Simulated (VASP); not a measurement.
# CoSi2 (Fm-3m) in VASP: notebook, part 3 of 3

VASP 6.6.1.

### 4 Single point, PBE, collinear spin, ferromagnetic start

This run uses another cell than the first one, of 12.80 Å³/atom, 1.050 times its volume.

File INCAR:

```
PREC = Accurate
ENCUT = 520
EDIFF = 1E-7
ISMEAR = 0
SIGMA = 0.03
LREAL = False
LASPH = True
NELM = 150
ALGO = Normal
ISIF = 2
LWAVE = False
LCHARG = False
ISPIN = 2
MAGMOM = 2 0 0
LORBIT = 11
LMAXMIX = 4
GGA = PE
NBANDS = 20
```

File KPOINTS:

```
regular mesh
0
Gamma
  9 9 9
```

File POSCAR:

```
CoSi2
1.0
    0.0000000000      2.6780000000      2.6780000000
    2.6780000000      0.0000000000      2.6780000000
    2.6780000000      2.6780000000      0.0000000000
Co Si
1 2
Direct
    0.0000000000      0.0000000000      0.0000000000
    0.7500000000      0.7500000000      0.7500000000
    0.2500000000      0.2500000000      0.2500000000
```

Potentials or basis: VASP PAW PBE potentials, release 64 (Co, Si).

Launch:

```bash
cat potpaw_PBE.64/Co/POTCAR potpaw_PBE.64/Si/POTCAR > POTCAR
mpirun -np 1 vasp_std > vasp.out
```

OUTCAR:

```text
PREC = Accurate
   ENCUT = 520
   EDIFF = 1E-7
   ISMEAR = 0
   LREAL = False
   LASPH = True
   NELM = 150
   ISIF = 2
   ISPIN = 2
   LORBIT = 11
   GGA = PE

 ion  position               nearest neighbor table
   1  0.000  0.000  0.000-   2 2.32   3 2.32   2 2.32   2 2.32   3 2.32   2 2.32   3 2.32   3 2.32

   2  0.750  0.750  0.750-   1 2.32   1 2.32   1 2.32   1 2.32   3 2.68   3 2.68   3 2.68   3 2.68
                             3 2.68   3 2.68
   3  0.250  0.250  0.250-   1 2.32   1 2.32   1 2.32   1 2.32   2 2.68   2 2.68   2 2.68   2 2.68
                             2 2.68   2 2.68

  LATTYP: Found a face centered cubic cell.
 ALAT       =     5.3560000000

  Lattice vectors:

 A1 = (   0.0000000000,   2.6780000000,   2.6780000000)
 A2 = (   2.6780000000,   0.0000000000,   2.6780000000)
 A3 = (   2.6780000000,   2.6780000000,   0.0000000000)

Analysis of symmetry for initial positions (statically):
=====================================================================
 Subroutine PRICEL returns:
 Original cell was already a primitive cell.

 Routine SETGRP: Setting up the symmetry group for a
 face centered cubic supercell.

 Subroutine GETGRP returns: Found 48 space group operations
 (whereof 48 operations were pure point group operations)
 out of a pool of 48 trial point group operations.

The static configuration has the point symmetry O_h .

Analysis of symmetry for dynamics (positions and initial velocities):
=====================================================================
 Subroutine PRICEL returns:
 Original cell was already a primitive cell.

 Routine SETGRP: Setting up the symmetry group for a
 face centered cubic supercell.

 Subroutine GETGRP returns: Found 48 space group operations
 (whereof 48 operations were pure point group operations)
 out of a pool of 48 trial point group operations.

The dynamic configuration has the point symmetry O_h .

Analysis of structural, dynamic, and magnetic symmetry:
=====================================================================
 Subroutine PRICEL returns:
 Original cell was already a primitive cell.

 Routine SETGRP: Setting up the symmetry group for a
 face centered cubic supercell.

 Subroutine GETGRP returns: Found 48 space group operations
 (whereof 48 operations were pure point group operations)
 out of a pool of 48 trial point group operations.

The overall configuration has the point symmetry O_h .

 Subroutine INISYM returns: Found 48 space group operations
 (whereof 48 operations are pure point group operations),
 and found     1 'primitive' translations

----------------------------------------------------------------------------------------

                                     Primitive cell

  volume of cell :      38.4115

  direct lattice vectors                    reciprocal lattice vectors
     0.000000000  2.678000000  2.678000000    -0.186706497  0.186706497  0.186706497
     2.678000000  0.000000000  2.678000000     0.186706497 -0.186706497  0.186706497
     2.678000000  2.678000000  0.000000000     0.186706497  0.186706497 -0.186706497

  length of vectors
[... 74 lines left out ...]
 SYSTEM =  unknown system
   PREC   = accura    normal or accurate (medium, high low for compatibility)
   ISTART =      0    job   : 0-new  1-cont  2-samecut
   ICHARG =      2    charge: 1-file 2-atom 10-const
   ISPIN  =      2    spin polarized calculation?
   LNONCOLLINEAR =      F non collinear calculations
   LSORBIT =      F    spin-orbit coupling
   LASPH  =      T    aspherical Exc in radial PAW
   ENCUT  =  520.0 eV  38.22 Ry    6.18 a.u.   7.04  7.04  7.04*2*pi/ulx,y,z
   NELM   =    150;   NELMIN=  2; NELMDL= -5     # of ELM steps
   EDIFF  = 0.1E-06   stopping-criterion for ELM
   LREAL  =      F    real-space projection
   EDIFFG = 0.1E-05   stopping-criterion for IOM
   NSW    =      0    number of steps for IOM
   IBRION =     -1    ionic relax: 0-MD 1-quasi-New 2-CG
   NFREE  =      0    steps in history (QN), initial steepest desc. (CG)
   ISIF   =      2    stress and relaxation
   ISYM   =      2    0-nonsym 1-usesym 2-fastsym
   POTIM  = 0.5000    time-step for ionic-motion
   TEBEG  =    0.0;   TEEND  =   0.0 temperature during run
   PSTRESS=    0.0 pullay stress
   NELECT =      17.0000    total number of electrons
   NUPDOWN=      -1.0000    fix difference up-down
   EMIN   =  10.00;   EMAX   =-10.00  energy-range for DOS
   EFERMI =   0.00;   METHOD = LEGACY
   ISMEAR =     0;   SIGMA  =   0.03  broadening in eV -4-tet -1-fermi 0-gaus
   EFERMI_NEDOS =   21; number of points for ismear=-14 and -15
   IALGO  =     38    algorithm
   IMIX   =      4    mixing-type and parameters
     AMIX     =   0.40;   BMIX     =  1.00
     AMIX_MAG =   1.60;   BMIX_MAG =  1.00
  volume/ion in A,a.u.               =      12.80        86.40
  Fermi-wavevector in a.u.,A,eV,Ry     =   1.247586  2.357596 21.177078  1.556471
  Thomas-Fermi vector in A             =   2.381712
   LORBIT       =     11    0 simple, 1 ext, 2 COOP (PROOUT), +10 PAW based schemes
   GGA     = PE    functional components
   LHFCALC =     F    Hartree Fock is set to
   AEXX    =    0.0000 exact exchange contribution
   IVDW    =     0    specifies the selected vdW correction
   LEPSILON=     F    determine dielectric tensor
   LRPA    =     F    only Hartree local field effects (RPA)
 spin polarized calculation
 Gauss-broadening in eV      SIGMA  =   0.03
  energy-cutoff  :      520.00
  volume of cell :       38.41
 maximum number of plane-waves:      1044
   NGX = 15   NGY = 15   NGZ = 15

 number of electron      16.9999995 magnetization       0.0001933

 number of electron      16.9999995 magnetization      -0.0000080

 Free energy of the ion-electron system (eV)
  ---------------------------------------------------
  ext. energy  EPLUGINS =         0.00000000
  ---------------------------------------------------
  free energy    TOTEN  =       -19.28993583 eV

  energy without entropy =      -19.28927903  energy(sigma->0) =      -19.28960743

 E-fermi :  10.0561     XC(G=0): -11.7461

 val. band max:       10.0444481670   @ k =  -0.2222   0.1111   0.0000
 cond. band min:      10.0889900456   @ k =   0.3333   0.1111   0.0000
 fundamental gap:      0.0445418785
 Fermi energy:        10.0560670203

 spin component 1

 k-point     1 :       0.0000    0.0000    0.0000
  band No.  band energies     occupation
      1      -3.0319      1.00000
      2       6.0199      1.00000
      3       6.0199      1.00000
      4       6.0199      1.00000
      5       8.1939      1.00000
      6       8.1939      1.00000
[... 541 lines left out ...]
     19      25.1453      0.00000
     20      25.1453      0.00000

 [... further k-points ...]

 spin component 2

 k-point     1 :       0.0000    0.0000    0.0000
  band No.  band energies     occupation
      1      -3.0319      1.00000
      2       6.0199      1.00000
      3       6.0199      1.00000
      4       6.0199      1.00000
      5       8.1939      1.00000
      6       8.1939      1.00000
[... 541 lines left out ...]
     19      25.1453      0.00000
     20      25.1453      0.00000

 [... further k-points ...]
[... 5 lines left out ...]
  --------------------------------------------------------------------------------------
  -------------------------------------------------------------------------------------
  Total        0.0827436      0.0827436      0.0827436     -0.0000000      0.0000000     -0.0000000
  in kB        3.4513027      3.4513027      3.4513027     -0.0000000      0.0000000     -0.0000000
  external PRESSURE =       3.4513027 kB  Pullay stress =       0.0000000 kB

 VOLUME and BASIS-vectors are now :
 -----------------------------------------------------------------------------
  energy-cutoff  :      520.00
  volume of cell :       38.41
      direct lattice vectors                 reciprocal lattice vectors
     0.000000000  2.678000000  2.678000000    -0.186706497  0.186706497  0.186706497
     2.678000000  0.000000000  2.678000000     0.186706497 -0.186706497  0.186706497
     2.678000000  2.678000000  0.000000000     0.186706497  0.186706497 -0.186706497

 POSITION                                       TOTAL-FORCE (eV/Angst)
 -----------------------------------------------------------------------------------
      0.00000      0.00000      0.00000        -0.000000      0.000000     -0.000000
      4.01700      4.01700      4.01700        -0.000000     -0.000000     -0.000000
      1.33900      1.33900      1.33900         0.000000      0.000000      0.000000
 -----------------------------------------------------------------------------------
    total drift:                               -0.000000     -0.000000      0.000000

  FREE ENERGIE OF THE ION-ELECTRON SYSTEM (eV)
  ---------------------------------------------------
  free  energy   TOTEN  =       -19.2899358331 eV

  energy  without entropy=      -19.2892790334  energy(sigma->0) =      -19.28960743

 total charge

# of ion       s       p       d       tot
------------------------------------------
    1        0.541   0.718   7.597   8.856
    2        0.718   0.872   0.000   1.590
    3        0.718   0.872   0.000   1.590
--------------------------------------------------
tot          1.977   2.463   7.597  12.037

 magnetization (x)

# of ion       s       p       d       tot
------------------------------------------
    1       -0.000  -0.000  -0.000  -0.000
    2        0.000   0.000   0.000   0.000
    3        0.000   0.000   0.000   0.000
--------------------------------------------------
tot          0.000   0.000  -0.000  -0.000
```

OSZICAR:

```text
N       E                     dE             d eps       ncg     rms          rms(c)
DAV:   1     0.678255754787E+02    0.67826E+02   -0.67312E+03  2832   0.828E+02
DAV:   2    -0.158607717845E+02   -0.83686E+02   -0.73441E+02  2968   0.185E+02
DAV:   3    -0.202907273129E+02   -0.44300E+01   -0.42800E+01  3372   0.451E+01
DAV:   4    -0.203657701197E+02   -0.75043E-01   -0.74887E-01  3252   0.533E+00
DAV:   5    -0.203679385015E+02   -0.21684E-02   -0.21681E-02  3452   0.952E-01    0.162E+01
DAV:   6    -0.250796615166E+02   -0.47117E+01   -0.18036E+01  3116   0.862E+01    0.194E+01
DAV:   7    -0.193193085327E+02    0.57604E+01   -0.90971E+00  3432   0.672E+01    0.330E+00
DAV:   8    -0.193197822742E+02   -0.47374E-03   -0.55895E-01  3460   0.480E+00    0.202E+00
DAV:   9    -0.192896193273E+02    0.30163E-01   -0.68003E-02  3396   0.399E+00    0.713E-01
DAV:  10    -0.192898389500E+02   -0.21962E-03   -0.30006E-03  3576   0.438E-01    0.319E-01
DAV:  11    -0.192898245361E+02    0.14414E-04   -0.57932E-04  3520   0.313E-01    0.126E-01
DAV:  12    -0.192899233376E+02   -0.98802E-04   -0.20100E-04  3192   0.135E-01    0.498E-02
DAV:  13    -0.192899323083E+02   -0.89706E-05   -0.15207E-05  3424   0.316E-02    0.128E-02
DAV:  14    -0.192899354768E+02   -0.31686E-05   -0.26517E-06  3168   0.159E-02    0.561E-03
DAV:  15    -0.192899359850E+02   -0.50814E-06   -0.13317E-06  3180   0.811E-03    0.643E-03
DAV:  16    -0.192899357959E+02    0.18905E-06   -0.10539E-07  2788   0.401E-03    0.116E-03
DAV:  17    -0.192899358331E+02   -0.37222E-07   -0.16832E-08  1836   0.139E-03
   1 F= -.19289936E+02 E0= -.19289607E+02  d E =-.656800E-03  mag=     0.0000
```

stdout:

```text
POSCAR found type information on POSCAR CoSi
 POSCAR found :  2 types and       3 ions
 scaLAPACK will be used
 LDA part: xc-table for (Slater+PW92), standard interpolation
 POSCAR, INCAR and KPOINTS ok, starting setup
 FFT: planning ... GRIDC
 FFT: planning ... GRID_SOFT
 FFT: planning ... GRID
 WAVECAR not read
 entering main loop
```

Run time: 60 s. Hardware: 1 thread of AMD EPYC 7R13 (Zen 3), shared host; peak memory 0.16 GiB.

What came out:

- Free energy: -19.2899 eV
- Pressure: 0.3 GPa
- Net moment: 0.00 μB per cell
- Valence electrons inside the program's atomic spheres: Co 8.86; Si 1.59

Caveat: the starting moments collapsed, and a magnetic state may lie lower.

### 5 Single point, BLYP+D4, collinear spin, ferromagnetic start

This run uses another cell than the first one, of 12.04 Å³/atom, 0.987 times its volume.

File INCAR:

```
AGGAC    = 1.0          
AGGAX    = 1.0          
ALDAC    = 0.0          
ALDAX    = 1.0          
ALGO     = Normal         # electronic algorithm
EDIFF    = 1E-6           # SCF threshold, eV
ENCUT    = 520            # plane-wave cutoff, eV
GGA      = B5             # functional
ISIF     = 2              # what is computed and relaxed
ISMEAR   = -5             # smearing method
ISPIN    = 2              # spin polarisation
IVDW     = 13             # dispersion correction
LASPH    = True           # aspherical terms in the spheres
LCHARG   = True           # write CHGCAR
LELF     = True           # ELF
LMAXMIX  = 4              # l up to which the mixer works
LORBIT   = 11             # projections on sites
LREAL    = False          # projectors in reciprocal space
LVHAR    = True         
LWAVE    = False          # write WAVECAR
MAGMOM   = 4 0 0          # initial moments
NBANDS   = 20             # bands
NELM     = 150            # most SCF steps
NUPDOWN  = 4.0            # fixed moment
PREC     = Accurate       # precision mode
SIGMA    = 0.05           # smearing width, eV
VDW_A1   = 0.44488865   
VDW_A2   = 4.0933009    
VDW_S6   = 1.0          
VDW_S8   = 2.34076671
```

File KPOINTS:

```
k-points
0
Gamma
  9 9 9
```

File POSCAR:

```
CoSi2
1.0
    0.0000000000      2.6233315991      2.6233315991
    2.6233315991      0.0000000000      2.6233315991
    2.6233315991      2.6233315991      0.0000000000
Co Si
1 2
Direct
    0.0000000000      0.0000000000      0.0000000000
    0.7500000000      0.7500000000      0.7500000000
    0.2500000000      0.2500000000      0.2500000000
```

Potentials or basis: VASP PAW PBE potentials, release 64 (Co, Si).

Launch:

```bash
cat potpaw_PBE.64/Co/POTCAR potpaw_PBE.64/Si/POTCAR > POTCAR
mpirun -np 1 vasp_std > vasp.out
```

OUTCAR:

```text
EDIFF = 1E-6
   ENCUT = 520
   GGA = B5
   ISIF = 2
   ISMEAR = -5
   ISPIN = 2
   IVDW = 13
   LASPH = True
   LORBIT = 11
   LREAL = False
   NELM = 150
   NUPDOWN = 4.0
   PREC = Accurate

 ion  position               nearest neighbor table
   1  0.000  0.000  0.000-   2 2.27   2 2.27   2 2.27   2 2.27   3 2.27   3 2.27   3 2.27   3 2.27

   2  0.750  0.750  0.750-   1 2.27   1 2.27   1 2.27   1 2.27   3 2.62   3 2.62   3 2.62   3 2.62
                             3 2.62   3 2.62
   3  0.250  0.250  0.250-   1 2.27   1 2.27   1 2.27   1 2.27   2 2.62   2 2.62   2 2.62   2 2.62
                             2 2.62   2 2.62

  LATTYP: Found a face centered cubic cell.
[... 1335 lines left out ...]
  energy-cutoff  :      520.00
  volume of cell :       36.11
      direct lattice vectors                 reciprocal lattice vectors
     0.000000000  2.623331599  2.623331599    -0.190597331  0.190597331  0.190597331
     2.623331599  0.000000000  2.623331599     0.190597331 -0.190597331  0.190597331
     2.623331599  2.623331599  0.000000000     0.190597331  0.190597331 -0.190597331

 POSITION                                       TOTAL-FORCE (eV/Angst)
 -----------------------------------------------------------------------------------
      0.00000      0.00000      0.00000         0.000000      0.000000      0.000000
      3.93500      3.93500      3.93500        -0.000000     -0.000000     -0.000000
      1.31167      1.31167      1.31167         0.000000      0.000000      0.000000
 -----------------------------------------------------------------------------------
    total drift:                               -0.000000     -0.000000      0.000000

  FREE ENERGIE OF THE ION-ELECTRON SYSTEM (eV)
  ---------------------------------------------------
  free  energy   TOTEN  =       -12.9122259639 eV

  energy  without entropy=      -12.9122259639  energy(sigma->0) =      -12.91222596

 total charge

# of ion       s       p       d       tot
------------------------------------------
    1        0.580   0.761   7.459   8.800
    2        0.802   0.920   0.000   1.723
    3        0.802   0.920   0.000   1.723
--------------------------------------------------
tot          2.184   2.602   7.459  12.245

 magnetization (x)

# of ion       s       p       d       tot
------------------------------------------
    1        0.059   0.264   1.951   2.274
    2        0.120   0.231   0.000   0.351
    3        0.120   0.231   0.000   0.351
--------------------------------------------------
tot          0.299   0.726   1.951   2.975
```

It took 2 min on 1 thread of AMD EPYC 7R43 (Zen 3), shared host; peak memory 0.15 GiB.

What came out:

```
Free energy                                           : -12.9122 eV
Pressure                                              : 47.7 GPa
Net moment                                            : 4.00 μB per cell
Site moments                                          : Co +2.27; Si +0.35 μB
Valence electrons inside the program's atomic spheres : Co 8.80; Si 1.72
Dispersion energy per atom                            : -0.949 eV
```

Caveat: the PAW data sets were made with another functional, which shifts forces and pressure a little; the total moment is fixed, so each spin has its own Fermi level.
